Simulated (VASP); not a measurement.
# AgPtBr5 (P4/mmm) in VASP: a series of runs

AgPtBr5 is run at these levels: PBE; tasks: single point, relaxation of cell and atoms.

Program: VASP 6.6.1. These are calculated values, not measurements. Logs are shortened: lines on timing, memory, paths and dates and some standing lists are left out, and cuts for length are marked.

**1. The cell of the first run**

Symmetry: P4/mmm, No. 123, tetragonal system. Conventional cell: a = 4.673 Å, b = 4.673 Å, c = 8.207 Å, α = 90.00°, β = 90.00°, γ = 90.00°. Within 4.3 Å of Ag (site symmetry 4/mmm) lie 12 Br at 3.24 to 3.30 Å. Within 3.9 Å of Pt (site symmetry 4/mmm) lie 8 Br at 2.98 Å. Within 3.9 Å of Br (site symmetry 2mm) lie 2 Pt at 2.98 Å and 2 Ag at 3.24 Å and 7 Br at 3.24 to 3.71 Å. Within 4.3 Å of Br (site symmetry 4/mmm) lie 8 Br at 3.24 Å and 4 Ag at 3.30 Å and 2 Pt at 4.10 Å.

**2. Single point, PBE**

The input, INCAR:

```
SYSTEM = AgPtBr5
PREC     = Accurate       ! precision mode
ENCUT    = 520            ! plane-wave cutoff, eV
EDIFF    = 1E-7           ! SCF threshold, eV
ISMEAR   = 0              ! smearing method
SIGMA    = 0.1            ! smearing width, eV
LREAL    = .FALSE.        ! projectors in reciprocal space
LASPH    = .TRUE.         ! aspherical terms in the spheres
NELM     = 60             ! most SCF steps
ALGO     = Normal         ! electronic algorithm
ISIF     = 2              ! what is computed and relaxed
LWAVE    = .FALSE.        ! write WAVECAR
LCHARG   = .FALSE.        ! write CHGCAR
GGA      = PE             ! functional
NBANDS   = 37             ! bands
```

The input, KPOINTS:

```
Automatic mesh
0
G
  4 4 2
  0 0 0
```

The input, POSCAR:

```
AgPtBr5
1.0
    4.6728557835      0.0000000000      0.0000000000
    0.0000000000      4.6728557835      0.0000000000
    0.0000000000      0.0000000000      8.2071778535
Ag Pt Br
1 1 5
Direct
    0.5000000000      0.5000000000      0.0000000000
    0.0000000000      0.0000000000      0.5000000000
    0.5000000000      0.0000000000      0.7262000000
    0.0000000000      0.5000000000      0.7262000000
    0.5000000000      0.0000000000      0.2738000000
    0.0000000000      0.5000000000      0.2738000000
    0.0000000000      0.0000000000      0.0000000000
```

Potentials or basis: VASP PAW PBE potentials, release 64 (Ag, Pt, Br).

The run is started by

```console
$ cat potpaw_PBE.64/Ag/POTCAR potpaw_PBE.64/Pt/POTCAR potpaw_PBE.64/Br/POTCAR > POTCAR
$ mpirun -np 1 vasp_std > vasp.out
```

OUTCAR:

```text
SYSTEM = AgPtBr5
   PREC = Accurate
   ENCUT = 520
   EDIFF = 1E-7
   ISMEAR = 0
   LREAL = .FALSE.
   LASPH = .TRUE.
   NELM = 60
   ISIF = 2
   GGA = PE

 ion  position               nearest neighbor table
   1  0.500  0.500  0.000-
   2  0.000  0.000  0.500-   3 2.98   4 2.98   5 2.98   6 2.98   4 2.98   6 2.98   3 2.98   5 2.98

   3  0.500  0.000  0.726-   2 2.98   2 2.98
   4  0.000  0.500  0.726-   2 2.98   2 2.98
   5  0.500  0.000  0.274-   2 2.98   2 2.98
   6  0.000  0.500  0.274-   2 2.98   2 2.98
   7  0.000  0.000  0.000-

  LATTYP: Found a simple tetragonal cell.
 ALAT       =     4.6728557835
 C/A-ratio  =     1.7563516260

  Lattice vectors:

 A1 = (   4.6728557835,   0.0000000000,   0.0000000000)
 A2 = (   0.0000000000,   4.6728557835,   0.0000000000)
 A3 = (   0.0000000000,   0.0000000000,   8.2071778535)

Analysis of symmetry for initial positions (statically):
=====================================================================
 Subroutine PRICEL returns:
 Original cell was already a primitive cell.

 Routine SETGRP: Setting up the symmetry group for a
 simple tetragonal supercell.

 Subroutine GETGRP returns: Found 16 space group operations
 (whereof 16 operations were pure point group operations)
 out of a pool of 16 trial point group operations.

The static configuration has the point symmetry D_4h.

Analysis of symmetry for dynamics (positions and initial velocities):
=====================================================================
 Subroutine PRICEL returns:
 Original cell was already a primitive cell.

 Routine SETGRP: Setting up the symmetry group for a
 simple tetragonal supercell.

 Subroutine GETGRP returns: Found 16 space group operations
 (whereof 16 operations were pure point group operations)
 out of a pool of 16 trial point group operations.

The dynamic configuration has the point symmetry D_4h.

 Subroutine INISYM returns: Found 16 space group operations
 (whereof 16 operations are pure point group operations),
 and found     1 'primitive' translations

----------------------------------------------------------------------------------------

                                     Primitive cell
[... 87 lines left out ...]
   NELM   =     60;   NELMIN=  2; NELMDL= -5     # of ELM steps
   EDIFF  = 0.1E-06   stopping-criterion for ELM
   LREAL  =      F    real-space projection
   EDIFFG = 0.1E-05   stopping-criterion for IOM
   NSW    =      0    number of steps for IOM
   IBRION =     -1    ionic relax: 0-MD 1-quasi-New 2-CG
   NFREE  =      0    steps in history (QN), initial steepest desc. (CG)
   ISIF   =      2    stress and relaxation
   ISYM   =      2    0-nonsym 1-usesym 2-fastsym
   POTIM  = 0.5000    time-step for ionic-motion
   TEBEG  =    0.0;   TEEND  =   0.0 temperature during run
   PSTRESS=    0.0 pullay stress
   NELECT =      56.0000    total number of electrons
   NUPDOWN=      -1.0000    fix difference up-down
   EMIN   =  10.00;   EMAX   =-10.00  energy-range for DOS
   EFERMI =   0.00;   METHOD = LEGACY
   ISMEAR =     0;   SIGMA  =   0.10  broadening in eV -4-tet -1-fermi 0-gaus
   EFERMI_NEDOS =   21; number of points for ismear=-14 and -15
   IALGO  =     38    algorithm
   IMIX   =      4    mixing-type and parameters
     AMIX     =   0.40;   BMIX     =  1.00
     AMIX_MAG =   1.60;   BMIX_MAG =  1.00
  volume/ion in A,a.u.               =      25.60       172.77
  Fermi-wavevector in a.u.,A,eV,Ry     =   1.110925  2.099343 16.791682  1.234154
  Thomas-Fermi vector in A             =   2.247482
   LORBIT       =      0    0 simple, 1 ext, 2 COOP (PROOUT), +10 PAW based schemes
   GGA     = PE    functional components
   LHFCALC =     F    Hartree Fock is set to
   AEXX    =    0.0000 exact exchange contribution
   IVDW    =     0    specifies the selected vdW correction
   LEPSILON=     F    determine dielectric tensor
   LRPA    =     F    only Hartree local field effects (RPA)
 non-spin polarized calculation
 Gauss-broadening in eV      SIGMA  =   0.10
  energy-cutoff  :      520.00
  volume of cell :      179.21
 maximum number of plane-waves:      4852
 NGX is ok and might be reduce to    36
   NGX = 17   NGY = 17   NGZ = 31

 number of electron      56.0000008 magnetization

 Free energy of the ion-electron system (eV)
  ---------------------------------------------------
  ext. energy  EPLUGINS =         0.00000000
  ---------------------------------------------------
  free energy    TOTEN  =       -14.43386301 eV

  energy without entropy =      -14.39931872  energy(sigma->0) =      -14.41659087

 E-fermi :   2.6904     XC(G=0):  -9.5021

 val. band max:        2.6716177100   @ k =   0.5000   0.2500   0.5000
 cond. band min:       2.7469160319   @ k =   0.5000   0.5000   0.0000
 fundamental gap:      0.0752983219
 Fermi energy:         2.6904337337

 k-point     1 :       0.0000    0.0000    0.0000
  band No.  band energies     occupation
      1     -12.7108      2.00000
      2     -12.2307      2.00000
      3     -11.2348      2.00000
      4     -11.2028      2.00000
      5     -11.0823      2.00000
      6      -1.8513      2.00000
[... 469 lines left out ...]
     36      10.8619      0.00000
     37      10.8940      0.00000

------------------------ aborting loop because EDIFF is reached ----------------------------------------

  FORCE on cell =-STRESS in cart. coord.  units (eV):
  Direction    XX          YY          ZZ          XY          YZ          ZX
  --------------------------------------------------------------------------------------
  -------------------------------------------------------------------------------------
  Total       -0.6484318     -0.6484318     -6.3136186      0.0000000      0.0000000      0.0000000
  in kB       -5.7971731     -5.7971731    -56.4456298      0.0000000      0.0000000      0.0000000
  external PRESSURE =     -22.6799920 kB  Pullay stress =       0.0000000 kB

 VOLUME and BASIS-vectors are now :
 -----------------------------------------------------------------------------
  energy-cutoff  :      520.00
  volume of cell :      179.21
      direct lattice vectors                 reciprocal lattice vectors
     4.672855784  0.000000000  0.000000000     0.214001897  0.000000000  0.000000000
     0.000000000  4.672855784  0.000000000     0.000000000  0.214001897  0.000000000
     0.000000000  0.000000000  8.207177853     0.000000000  0.000000000  0.121844563

 POSITION                                       TOTAL-FORCE (eV/Angst)
 -----------------------------------------------------------------------------------
      2.33643      2.33643      0.00000         0.000000      0.000000      0.000000
      0.00000      0.00000      4.10359         0.000000      0.000000      0.000000
      2.33643      0.00000      5.96005         0.000000     -0.000000     -1.075600
      0.00000      2.33643      5.96005        -0.000000     -0.000000     -1.075600
      2.33643      0.00000      2.24713        -0.000000     -0.000000      1.075600
      0.00000      2.33643      2.24713         0.000000      0.000000      1.075600
      0.00000      0.00000      0.00000         0.000000      0.000000      0.000000
 -----------------------------------------------------------------------------------
    total drift:                                0.000000      0.000000      0.000000

  FREE ENERGIE OF THE ION-ELECTRON SYSTEM (eV)
  ---------------------------------------------------
  free  energy   TOTEN  =       -14.4338630144 eV

  energy  without entropy=      -14.3993187229  energy(sigma->0) =      -14.41659087
```

OSZICAR:

```text
N       E                     dE             d eps       ncg     rms          rms(c)
DAV:   1     0.356264649130E+03    0.35626E+03   -0.25345E+04   888   0.134E+03
DAV:   2     0.108517756564E+02   -0.34541E+03   -0.33262E+03  1075   0.254E+02
DAV:   3    -0.154641065896E+02   -0.26316E+02   -0.25939E+02  1038   0.697E+01
DAV:   4    -0.158455802613E+02   -0.38147E+00   -0.38044E+00  1003   0.948E+00
DAV:   5    -0.158514586087E+02   -0.58783E-02   -0.58775E-02   971   0.116E+00    0.137E+01
DAV:   6    -0.181121434028E+02   -0.22607E+01   -0.42556E+01   962   0.228E+01    0.192E+01
DAV:   7    -0.148206169873E+02    0.32915E+01   -0.38591E+00   933   0.141E+01    0.774E+00
DAV:   8    -0.147010879322E+02    0.11953E+00   -0.35524E+00   933   0.117E+01    0.526E+00
DAV:   9    -0.144415674571E+02    0.25952E+00   -0.10916E+00   898   0.544E+00    0.151E+00
DAV:  10    -0.144354774874E+02    0.60900E-02   -0.39403E-02   993   0.968E-01    0.680E-01
DAV:  11    -0.144359781035E+02   -0.50062E-03   -0.46954E-03  1019   0.380E-01    0.471E-01
DAV:  12    -0.144339205842E+02    0.20575E-02   -0.61189E-03   973   0.391E-01    0.167E-01
DAV:  13    -0.144339511215E+02   -0.30537E-04   -0.41756E-04   953   0.119E-01    0.115E-01
DAV:  14    -0.144338656678E+02    0.85454E-04   -0.18200E-04   988   0.704E-02    0.249E-02
DAV:  15    -0.144338641568E+02    0.15111E-05   -0.17613E-05   968   0.215E-02    0.107E-02
DAV:  16    -0.144338629683E+02    0.11885E-05   -0.26963E-06   981   0.895E-03    0.329E-03
DAV:  17    -0.144338630144E+02   -0.46146E-07   -0.34707E-07   972   0.261E-03
   1 F= -.14433863E+02 E0= -.14416591E+02  d E =-.345443E-01
```

Run time: 2.7 min. Hardware: 1 thread of Oxide Virtual Turin-like, shared host; peak memory 0.27 GiB.

Results:

```
Free energy            : -14.4339 eV
Pressure               : -2.3 GPa
Largest force          : 1.076 eV/Å
Band gap on the k mesh : zero (bands 28 and 29 overlap by 0.52 eV)
```

Forces on the atoms (eV/Å):
```
Ag   0.000  0.000  0.000
Pt   0.000  0.000  0.000
Br   0.000  0.000 -1.076
Br   0.000  0.000 -1.076
Br   0.000  0.000  1.076
Br   0.000  0.000  1.076
Br   0.000  0.000  0.000
```

Caveat: the k points lie up to 0.38 Å⁻¹ apart, too coarse for converged energies and pressures of a metal; spin-orbit coupling is left out, which moves the levels of the heavy elements; forces of over 1 eV/Å act on the atoms, so gaps and moduli don't describe the material at rest.

**3. Single point, PBE**

This run uses another cell than the first one, of 28.94 Å³/atom.

The input, INCAR:

```
ALGO     = Normal         # electronic algorithm
EDIFF    = 1E-6           # SCF threshold, eV
ENCUT    = 520            # plane-wave cutoff, eV
GGA      = PE             # functional
ISIF     = 2              # what is computed and relaxed
ISMEAR   = 0              # smearing method
LASPH    = True           # aspherical terms in the spheres
LCHARG   = True           # write CHGCAR
LELF     = True           # ELF
LREAL    = False          # projectors in reciprocal space
LVHAR    = True         
LWAVE    = False          # write WAVECAR
NBANDS   = 37             # bands
NELM     = 100            # most SCF steps
PREC     = Accurate       # precision mode
SIGMA    = 0.1            # smearing width, eV
```

The input, KPOINTS:

```
k-points
0
Gamma
  4 4 2
```

The input, POSCAR:

```
AgPtBr5
1.0
    4.4112299708      0.0000000000      0.0000000000
    0.0000000000      4.4112299708      0.0000000000
    0.0000000000      0.0000000000     10.4101323080
Ag Pt Br
1 1 5
Direct
    0.5000000000      0.5000000000      0.0000000000
    0.0000000000      0.0000000000      0.5000000000
    0.5000000000      0.0000000000      0.6561617042
    0.0000000000      0.5000000000      0.6561617042
    0.5000000000      0.0000000000      0.3438382958
    0.0000000000      0.5000000000      0.3438382958
    0.0000000000      0.0000000000      0.0000000000
```

Potentials or basis: VASP PAW PBE potentials, release 64 (Ag, Pt, Br).

The run is started by

```console
$ cat potpaw_PBE.64/Ag/POTCAR potpaw_PBE.64/Pt/POTCAR potpaw_PBE.64/Br/POTCAR > POTCAR
$ mpirun -np 1 vasp_std > vasp.out
```

It took 3.4 min on 1 thread of Oxide Virtual Turin-like, shared host; peak memory 0.32 GiB.

Results (log left out):

* Free energy: -15.4449 eV
* Pressure: 0.0 GPa
* Largest force: 0.010 eV/Å
* Band gap on the k mesh: zero (bands 28 and 29 overlap by 0.59 eV)

Forces on the atoms (eV/Å):
```
Ag   0.000  0.000  0.000
Pt   0.000  0.000  0.000
Br   0.000  0.000  0.010
Br   0.000  0.000  0.010
Br   0.000  0.000 -0.010
Br   0.000  0.000 -0.010
Br   0.000  0.000  0.000
```

Levels at points of the mesh, in eV from the Fermi level:
| k point | band 24 | band 25 | band 26 | band 27 | band 28 | band 29 | band 30 | band 31 | band 32 | band 33 |
| --- | --- | --- | --- | --- | --- | --- | --- | --- | --- | --- |
| (0.00, 0.00, 0.00) | -1.07 | -0.84 | -0.63 | -0.63 | 0.18 | 0.74 | 0.74 | 0.89 | 2.74 | 4.91 |
| (0.50, 0.00, 0.00) | -1.73 | -1.22 | -0.79 | -0.31 | -0.23 | -0.21 | 0.22 | 3.91 | 4.12 | 4.97 |
| (0.50, 0.50, 0.00) | -1.13 | -0.23 | -0.23 | -0.15 | 0.38 | 0.61 | 1.13 | 1.61 | 2.71 | 5.85 |
| (0.00, 0.00, 0.50) | -1.38 | -0.83 | -0.63 | -0.63 | 0.18 | 0.74 | 0.74 | 1.17 | 2.69 | 4.85 |
| (0.50, 0.00, 0.50) | -1.70 | -1.21 | -1.11 | -0.22 | -0.12 | -0.11 | 0.25 | 3.97 | 4.18 | 4.97 |
| (0.50, 0.50, 0.50) | -1.17 | -0.18 | -0.18 | -0.15 | 0.38 | 0.61 | 1.13 | 1.62 | 2.87 | 5.35 |

Caveat: spin-orbit coupling is left out, which moves the levels of the heavy elements.

**4. Relaxation of cell and atoms, PBE**

The input, INCAR:

```
SYSTEM = AgPtBr5
ALGO = Normal
EDIFF = 1E-6
EDIFFG = -0.04
ENCUT = 600
GGA = PE
IBRION = 2
ISIF = 3
ISMEAR = 0
LASPH = .True.
LCHARG = .False.
LREAL = .False.
LWAVE = .False.
NELM = 100
NSW = 90
PREC = Accurate
SIGMA = 0.1
```

The input, KPOINTS:

```
k-points
0
Gamma
  4 4 2
  0 0 0
```

The input, POSCAR:

```
AgPtBr5
1.0
    4.6728557835      0.0000000000      0.0000000000
    0.0000000000      4.6728557835      0.0000000000
    0.0000000000      0.0000000000      8.2071778535
Ag Pt Br
1 1 5
Direct
    0.5000000000      0.5000000000      0.0000000000
    0.0000000000      0.0000000000      0.5000000000
    0.5000000000      0.0000000000      0.7262000000
    0.0000000000      0.5000000000      0.7262000000
    0.5000000000      0.0000000000      0.2738000000
    0.0000000000      0.5000000000      0.2738000000
    0.0000000000      0.0000000000      0.0000000000
```

The run is started by

```console
$ cat potpaw_PBE.64/Ag/POTCAR potpaw_PBE.64/Pt/POTCAR potpaw_PBE.64/Br/POTCAR > POTCAR
$ mpirun -np 1 vasp_std > vasp.out
```

Wall time 46 min (1 thread of Oxide Virtual Turin-like, shared host); peak memory 0.37 GiB.

It converged, with:

```
Free energy                           : -15.3899 eV
Relaxed volume                        : 34.19 Å³/atom
Relaxed cell                          : a = 4.398 Å, b = 4.398 Å, c = 12.372 Å, α = 90.00°, β = 90.00°, γ = 90.00°
Space group after relaxing (to 0.1 Å) : P4/mmm (No. 123)
Energy gained by relaxing             : 136.6 meV/atom
Ionic steps                           : 23
Pressure after relaxing               : -0.1 GPa
Largest force after relaxing          : 0.011 eV/Å
Band gap on the k mesh                : zero (bands 28 and 29 overlap by 0.58 eV)
```

Forces in eV/Å, atoms in the order of the input:
```
Ag   0.000  0.000  0.000
Pt   0.000  0.000  0.000
Br   0.000  0.000  0.011
Br   0.000  0.000  0.011
Br   0.000  0.000 -0.011
Br   0.000  0.000 -0.011
Br   0.000  0.000  0.000
```

Stress tensor (GPa, compression positive):
```
 0.01  0.00  0.00
 0.00  0.01  0.00
 0.00  0.00 -0.18
```

Step by step:
```csv
step,energy change (eV),largest force (eV/Å),pressure (GPa),volume (Å³)
1,0.0000,1.0757,-2.27,179.21
2,-0.4098,0.8601,-0.34,169.89
3,-0.5537,0.4090,2.73,160.78
4,-0.6578,0.0180,0.86,167.24
5,-0.6579,0.0196,0.86,167.20
6,-0.6837,0.1748,-0.21,170.72
7,-0.6851,0.2207,-0.52,171.87
8,-0.7091,0.2522,-0.33,171.50
9,-0.7553,0.3044,0.44,170.16
10,-0.7579,0.3097,0.84,169.52
11,-0.7729,0.2872,0.73,170.52
12,-0.8137,0.2169,0.49,173.49
13,-0.8878,0.0176,0.40,179.22
14,-0.9042,0.5458,1.62,189.96
15,-0.9176,0.5227,1.48,192.05
16,-0.9459,0.4591,1.19,198.25
17,-0.9634,0.3624,0.95,210.46
18,-0.9169,0.3249,1.29,234.09
19,-0.9505,0.1471,0.36,238.16
20,-0.9547,0.0585,-0.11,240.40
21,-0.9547,0.0633,-0.09,240.27
22,-0.9555,0.0497,-0.08,240.03
23,-0.9565,0.0111,-0.05,239.31
```

Final structure:
```
Ag Pt Br
1.0
     4.39814    0.00000    0.00000
     0.00000    4.39814    0.00000
     0.00000    0.00000   12.37153
Ag Pt Br
1 1 5
Direct
  0.50000 0.50000 0.00000
  0.00000 0.00000 0.50000
  0.50000 0.00000 0.63185
  0.00000 0.50000 0.63185
  0.50000 0.00000 0.36815
  0.00000 0.50000 0.36815
  0.00000 0.00000 0.00000
```

Levels at points of the mesh, in eV from the Fermi level:
```
           k point  band 23  band 24  band 25  band 26  band 27  band 28  band 29  band 30  band 31  band 32
(0.00, 0.00, 0.00)    -1.41    -1.34    -0.83    -0.59    -0.59     0.22     0.76     0.76     0.91     2.61
(0.50, 0.00, 0.00)    -1.80    -1.72    -1.20    -0.91    -0.28    -0.17    -0.16     0.23     3.94     4.19
(0.50, 0.50, 0.00)    -1.85    -1.05    -0.20    -0.20    -0.12     0.42     0.65     1.15     1.67     2.70
(0.00, 0.00, 0.50)    -1.41    -1.40    -0.83    -0.59    -0.59     0.22     0.76     0.76     0.98     2.57
(0.50, 0.00, 0.50)    -1.80    -1.72    -1.20    -0.95    -0.26    -0.16    -0.16     0.23     3.96     4.20
(0.50, 0.50, 0.50)    -1.85    -1.05    -0.20    -0.20    -0.12     0.42     0.65     1.15     1.67     2.72
```

Caveat: the k points lie up to 0.36 Å⁻¹ apart in the final cell, too coarse for converged energies and pressures of a metal; the volume moved by over 15 % at a fixed basis, so the end points are rough; spin-orbit coupling is left out, which moves the levels of the heavy elements.

[end of part 1 of 2]
